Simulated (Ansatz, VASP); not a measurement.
# Al3BN2: VASP beside Ansatz

```
Al B N
1.0
     5.02000   -2.90816    0.00000
     5.02000    2.90816    0.00000
     0.00000    0.00000    4.84184
Al B N
6 2 4
Direct
  0.22395 0.77605 0.40708
  0.77605 0.22395 0.90708
  0.85182 0.50928 0.38800
  0.50928 0.85182 0.88800
  0.14818 0.49072 0.88800
  0.49072 0.14818 0.38800
  0.13866 0.86134 0.95563
  0.86134 0.13866 0.45563
  0.81490 0.52315 0.99315
  0.52315 0.81490 0.49315
  0.18510 0.47685 0.49315
  0.47685 0.18510 0.99315
```

Alike in both runs: functional PBE; k mesh 6 × 6 × 6; occupations gaussian, width 0.1 eV; no spin polarisation.

Ansatz relaxed the structure, and its values are those at the end. VASP's run is a single point on that final structure, the one shown.

```csv
,VASP,Ansatz
version,VASP 6.6.1,Ansatz 0.2.0
potentials or method,"VASP PAW PBE potentials, release 64 (Al, B, N), cutoff 520 eV","scalar-relativistic, plane waves, PAW"
valence electrons in the cell,44,44
```

Ansatz gave:

```
gap on the k mesh at the Fermi level (eV) : none
pressure (GPa)                            : 0.0
rms of the force components (eV/Å)        : 0.003
```

Problem. Which values does VASP return?

Solution. gap on the k mesh at the Fermi level (eV): none; pressure (GPa): -0.2; rms of the force components (eV/Å): 0.004.

A gap of «none» marks a metal or a gap that the smearing closes.
